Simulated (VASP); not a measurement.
# Ga11As12 (a cell with a defect) in VASP: a series of runs, part 2 of 2

VASP 6.6.1.

### 4 Single point, PBE (atoms taken out)

Input file INCAR:

```
ALGO     = Normal         # electronic algorithm
EDIFF    = 1E-7           # SCF threshold, eV
ENCUT    = 520            # plane-wave cutoff, eV
GGA      = PE             # functional
ISIF     = 2              # what is computed and relaxed
ISMEAR   = 0              # smearing method
LASPH    = True           # aspherical terms in the spheres
LCHARG   = False          # write CHGCAR
LREAL    = Auto         
LWAVE    = False          # write WAVECAR
NBANDS   = 118            # bands
NELM     = 60             # most SCF steps
PREC     = Accurate       # precision mode
SIGMA    = 0.05           # smearing width, eV
```

Input file KPOINTS:

```
k-points
0
Gamma
  2 2 2
```

Input file POSCAR:

```
Ga11As12
1.0
    0.0000000000      8.6166988155      8.6166988155
    5.7444658770      0.0000000000      5.7444658770
    5.7444658770      5.7444658770      0.0000000000
As Ga
12 11
Direct
    0.2529975280      0.3734671849      0.3754618003
    0.2528228091      0.3731095364      0.8731095471
    0.2220466377      0.8895572033      0.3895571926
    0.2529975280      0.8754618110      0.8734671956
    0.5822297039      0.3773793850      0.3747791433
    0.5842678975      0.3745539700      0.8745539807
    0.5827225841      0.8743270667      0.3743270560
    0.5822297039      0.8747791540      0.8773793957
    0.9202913053      0.3652651169      0.3760913628
    0.9190904974      0.3736188962      0.8736189069
    0.9165898877      0.8765418940      0.3765418833
    0.9202913053      0.8760913735      0.8652651276
    0.0031148240     -0.0025843134     -0.0018418597
    0.0035207219      0.4984881208     -0.0015118899
    0.0031148240      0.4981581510      0.4974156973
    0.3297501237     -0.0041257970      0.0156702994
    0.3299077827     -0.0043295583      0.4956704524
    0.3329013885      0.5005266045      0.0005265938
    0.3297500656      0.5156703971      0.4958741267
    0.6718729671     -0.0026202610     -0.0029590218
    0.6668741850      0.0003396312      0.5003394679
    0.6687428821      0.4992833209     -0.0007166898
    0.6718729671      0.4970409889      0.4973797497
```

Potentials or basis: VASP PAW PBE potentials, release 64 (As, Ga_d).

Launch:

```console
$ cat potpaw_PBE.64/As/POTCAR potpaw_PBE.64/Ga_d/POTCAR > POTCAR
$ mpirun -np 1 vasp_std > vasp.out
```

OUTCAR:

```text
EDIFF = 1E-7
   ENCUT = 520
   GGA = PE
   ISIF = 2
   ISMEAR = 0
   LASPH = True
   LREAL = Auto
   NELM = 60
   PREC = Accurate

 ion  position               nearest neighbor table
   1  0.253  0.373  0.375-  15 2.49  18 2.49  19 2.51  17 2.51
   2  0.253  0.373  0.873-  14 2.48  18 2.49  16 2.51  19 2.51
   3  0.222  0.890  0.390-  19 2.49  16 2.49  17 2.49
   4  0.253  0.875  0.873-  13 2.49  18 2.49  16 2.51  17 2.51
   5  0.582  0.377  0.375-  22 2.49  23 2.50  21 2.50  19 2.51
   6  0.584  0.375  0.875-  22 2.50  18 2.50  23 2.50  20 2.50
   7  0.583  0.874  0.374-  20 2.50  23 2.50  21 2.51  17 2.52
   8  0.582  0.875  0.877-  22 2.49  20 2.50  21 2.50  16 2.51
   9  0.920  0.365  0.376-  23 2.47  14 2.51  15 2.51
  10  0.919  0.374  0.874-  22 2.49  15 2.50  13 2.50  14 2.50
  11  0.917  0.877  0.377-  21 2.48  15 2.51  13 2.51
  12  0.920  0.876  0.865-  20 2.47  14 2.51  13 2.51
  13  0.003  0.997  0.998-   4 2.49  10 2.50  11 2.51  12 2.51
  14  0.004  0.498  0.998-   2 2.48  10 2.50  12 2.51   9 2.51
  15  0.003  0.498  0.497-   1 2.49  10 2.50  11 2.51   9 2.51
  16  0.330  0.996  0.016-   3 2.49   2 2.51   4 2.51   8 2.51
  17  0.330  0.996  0.496-   3 2.49   1 2.51   4 2.51   7 2.52
  18  0.333  0.501  0.001-   1 2.49   4 2.49   2 2.49   6 2.50
  19  0.330  0.516  0.496-   3 2.49   2 2.51   1 2.51   5 2.51
  20  0.672  0.997  0.997-  12 2.47   8 2.50   6 2.50   7 2.50
  21  0.667  0.000  0.500-  11 2.48   5 2.50   8 2.50   7 2.51
  22  0.669  0.499  0.999-  10 2.49   5 2.49   8 2.49   6 2.50
  23  0.672  0.497  0.497-   9 2.47   5 2.50   6 2.50   7 2.50

  LATTYP: Found a face centered orthorhombic cell.
 ALAT       =     8.1239015518
 B/A-ratio  =     1.7320508076
 C/A-ratio  =     2.4494897428

  Lattice vectors:

 A1 = (   0.0000000000,   8.6166988155,   8.6166988155)
 A2 = (  -5.7444658770,   2.8722329385,   8.6166988155)
 A3 = (   5.7444658770,   0.0000000000,   5.7444658770)

Analysis of symmetry for initial positions (statically):
=====================================================================
 Subroutine PRICEL returns:
[... 174 lines left out ...]
   LHFCALC =     F    Hartree Fock is set to
   AEXX    =    0.0000 exact exchange contribution
   IVDW    =     0    specifies the selected vdW correction
   LEPSILON=     F    determine dielectric tensor
   LRPA    =     F    only Hartree local field effects (RPA)
 non-spin polarized calculation
 Gauss-broadening in eV      SIGMA  =   0.05
  energy-cutoff  :      520.00
  volume of cell :      568.68
 maximum number of plane-waves:     15324
 NGX is ok and might be reduce to    96
   NGX = 45   NGY = 31   NGZ = 31

 number of electron     203.0000000 magnetization

 Free energy of the ion-electron system (eV)
  ---------------------------------------------------
  ext. energy  EPLUGINS =         0.00000000
  ---------------------------------------------------
  free energy    TOTEN  =       -92.54693114 eV

  energy without entropy =      -92.53589078  energy(sigma->0) =      -92.54141096

 E-fermi :   3.0377     XC(G=0):  -9.1960

 val. band max:        2.9073740199   @ k =   0.5000   0.0000   0.0000
 cond. band min:       3.0514484263   @ k =   0.5000   0.5000   0.5000
 fundamental gap:      0.1440744064
 Fermi energy:         3.0377370160

 k-point     1 :       0.0000    0.0000    0.0000
  band No.  band energies     occupation
      1     -11.6953      2.00000
      2     -11.6848      2.00000
      3     -11.6809      2.00000
      4     -11.6797      2.00000
      5     -11.6658      2.00000
      6     -11.6643      2.00000
[... 685 lines left out ...]
    112       6.0186      0.00000
    113       6.7436      0.00000
 [bands above 113 left out]

------------------------ aborting loop because EDIFF is reached ----------------------------------------

  FORCE on cell =-STRESS in cart. coord.  units (eV):
  Direction    XX          YY          ZZ          XY          YZ          ZX
  --------------------------------------------------------------------------------------
  -------------------------------------------------------------------------------------
  Total       -3.6589912     -3.5787526     -3.5787526      0.3055083     -0.5834406      0.3055084
  in kB      -10.3086484    -10.0825885    -10.0825885      0.8607229     -1.6437547      0.8607233
  external PRESSURE =     -10.1579418 kB  Pullay stress =       0.0000000 kB

 VOLUME and BASIS-vectors are now :
 -----------------------------------------------------------------------------
  energy-cutoff  :      520.00
  volume of cell :      568.68
      direct lattice vectors                 reciprocal lattice vectors
     0.000000000  8.616698815  8.616698815    -0.058026863  0.058026863  0.058026863
     5.744465877  0.000000000  5.744465877     0.087040294 -0.087040294  0.087040294
     5.744465877  5.744465877  0.000000000     0.087040294  0.087040294 -0.087040294

 POSITION                                       TOTAL-FORCE (eV/Angst)
 -----------------------------------------------------------------------------------
      4.30220      4.33683      4.32537         0.007458     -0.005052     -0.006204
      7.15886      7.19405      4.32181         0.004692     -0.005385     -0.005385
      7.34783      4.15111      7.02334         0.014953     -0.010394     -0.010394
     10.04666      7.19761      7.20906         0.007458     -0.006204     -0.005052
      4.32075      7.16980      7.18474        -0.007706      0.007077     -0.004435
      7.17546     10.05831      7.18607        -0.003689      0.009324      0.009324
[... 15 lines left out ...]
      8.60846     11.50270      8.63047        -0.006534     -0.004376     -0.004376
      5.71242      8.64651      8.64456         0.005488      0.000573     -0.006150
 -----------------------------------------------------------------------------------
    total drift:                                0.004816     -0.012985     -0.013337

  FREE ENERGIE OF THE ION-ELECTRON SYSTEM (eV)
  ---------------------------------------------------
  free  energy   TOTEN  =       -92.5469311384 eV

  energy  without entropy=      -92.5358907780  energy(sigma->0) =      -92.54141096
```

stdout:

```text
POSCAR found type information on POSCAR AsGa
 POSCAR found :  2 types and      23 ions
 scaLAPACK will be used
 LDA part: xc-table for (Slater+PW92), standard interpolation
 POSCAR, INCAR and KPOINTS ok, starting setup
 FFT: planning ... GRIDC
 FFT: planning ... GRID_SOFT
 FFT: planning ... GRID
 WAVECAR not read
 entering main loop
```

Wall time 11 min (1 thread of Intel Xeon 6975P-C (Granite Rapids), shared host); peak memory 0.8 GiB.

Results:

| Item | Value |
| --- | --- |
| Free energy | -92.5469 eV |
| Pressure | -1.0 GPa |
| Largest force | 0.024 eV/Å |
| Band gap on the k mesh | zero (an odd number of electrons rules out a gap without spin polarisation) |

Forces on the atoms (eV/Å):
```
As   0.007 -0.005 -0.006
As   0.005 -0.005 -0.005
As   0.015 -0.010 -0.010
As   0.007 -0.006 -0.005
As  -0.008  0.007 -0.004
As  -0.004  0.009  0.009
As   0.019 -0.004 -0.004
As  -0.008 -0.004  0.007
As  -0.009  0.012  0.005
As   0.001 -0.002 -0.002
As  -0.023  0.005  0.005
As  -0.009  0.005  0.012
Ga   0.002  0.010 -0.001
Ga   0.001  0.002  0.002
Ga   0.002 -0.001  0.010
Ga  -0.004  0.006  0.002
Ga  -0.012  0.005  0.005
Ga   0.006 -0.006 -0.006
Ga  -0.004  0.002  0.006
Ga   0.005 -0.006  0.001
Ga   0.009 -0.009 -0.009
Ga  -0.007 -0.004 -0.004
Ga   0.005  0.001 -0.006
```

Caveat: the k points lie up to 0.47 Å⁻¹ apart, too coarse for converged energies and pressures of a metal; the cell differs from its parent crystal (atoms taken out); an odd number of electrons without spin polarisation forces a metal; a magnetic or distorted state may lie lower.

The gap in the log of VASP goes by the Fermi energy; the results here count the filled bands.